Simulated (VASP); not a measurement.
The system is As.

```
As
1.0
     2.87000    0.00000    0.00000
     0.00000    2.87000    0.00000
     0.00000    0.00000    2.87000
As
1
Direct
  0.00000 0.00000 0.00000
```

```yaml
Program: VASP 6.6.1
Task: relaxation of cell and atoms
Functional: PBEsol
Potentials_or_basis: VASP PAW PBE potentials, release 64 (As)
Cutoff: 600 eV
k_mesh: 15 × 15 × 15
Occupations: methfessel-paxton, width 0.1 eV
Spin: no spin polarisation
```

At the start: pressure -11.3 GPa; volume 23.64 Å³/atom.

**Question.** How do energy, volume and symmetry change on relaxing?

**Answer.** Over 3 steps the energy falls by 173.4 meV/atom and the volume is 19.50 Å³/atom (-17.5 %); space group Pm-3m (No. 221, to 0.05 Å).

The path:
```tsv
step	energy change (eV)	largest force (eV/Å)	pressure (GPa)	volume (Å³)
1	0.0000	0.0000	-11.28	23.64
2	-0.1539	0.0000	5.97	18.39
3	-0.1734	0.0000	0.06	19.50
```

Final structure:
```xyz
1
Lattice="2.6914 0.0000 0.0000 0.0000 2.6914 0.0000 0.0000 0.0000 2.6914" Properties=species:S:1:pos:R:3 pbc="T T T"
As    0.0000    0.0000    0.0000
```

Caveat: the volume moved by over 15 % at a fixed basis, so the end points are rough; the PAW data sets were made with another functional, which shifts forces and pressure a little.
